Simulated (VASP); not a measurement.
MgB:

```
Mg B
1.0
     2.89515    0.00000    0.00000
     0.00000    2.89515    0.00000
     0.00000    0.00000    2.89515
Mg B
1 1
Direct
  0.00000 0.00000 0.00000
  0.50000 0.50000 0.50000
```

| Quantity | Value |
| --- | --- |
| Program | VASP 6.6.1 |
| Task | relaxation of cell and atoms |
| Functional | BLYP |
| Dispersion | D4 |
| Potentials or basis | VASP PAW PBE potentials, release 64 (Mg, B) |
| Cutoff | 600 eV |
| k mesh | 9 × 9 × 9 |
| Occupations | fermi-dirac, width 0.05 eV |
| Spin | no spin polarisation |

At the start: pressure -3.1 GPa; volume 12.13 Å³/atom.

Problem. How do energy, volume and symmetry change on relaxing?

Solution. Over 3 steps the energy falls by 4.6 meV/atom and the volume is 11.66 Å³/atom (-3.9 %); space group Pm-3m (No. 221, to 0.05 Å).

Step by step:
```csv
step,energy change (eV),largest force (eV/Å),pressure (GPa),volume (Å³)
1,0.0000,0.0000,-3.08,24.27
2,-0.0091,0.0000,-0.46,23.46
3,-0.0093,0.0000,0.00,23.33
```

Final structure:
```
Mg B
1.0
     2.85739    0.00000    0.00000
     0.00000    2.85739    0.00000
     0.00000    0.00000    2.85739
Mg B
1 1
Direct
  0.00000 0.00000 0.00000
  0.50000 0.50000 0.50000
```

Caveat: the PAW data sets were made with another functional, which shifts forces and pressure a little; pairwise dispersion overbinds metals, which lowers pressure and volume.
